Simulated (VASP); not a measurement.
The system is BAs.

```
CELL_PARAMETERS angstrom
0.00000 2.38850 2.38850
2.38850 0.00000 2.38850
2.38850 2.38850 0.00000
ATOMIC_POSITIONS crystal
B 0.00000 0.00000 0.00000
As 0.25000 0.25000 0.25000
```

Base run:

```yaml
Program: VASP 6.6.1
Functional: LDA
Potentials_or_basis: VASP PAW LDA potentials, release 64 (B, As)
Cutoff: 520 eV
k_mesh: 10 × 10 × 10
Occupations: gaussian, width 0.01 eV
Spin: no spin polarisation
```

Its results: band gap on the k mesh 1.12 eV, indirect (least direct gap 3.25 eV); pressure -3.1 GPa.

Task: The run is repeated on the same cell with these changes: k mesh from 10 × 10 × 10 to 6 × 6 × 6. What comes out?

Result: Band gap on the k mesh 1.22 eV, indirect (least direct gap 3.25 eV); pressure -3.1 GPa.

A k mesh can miss the band edges.
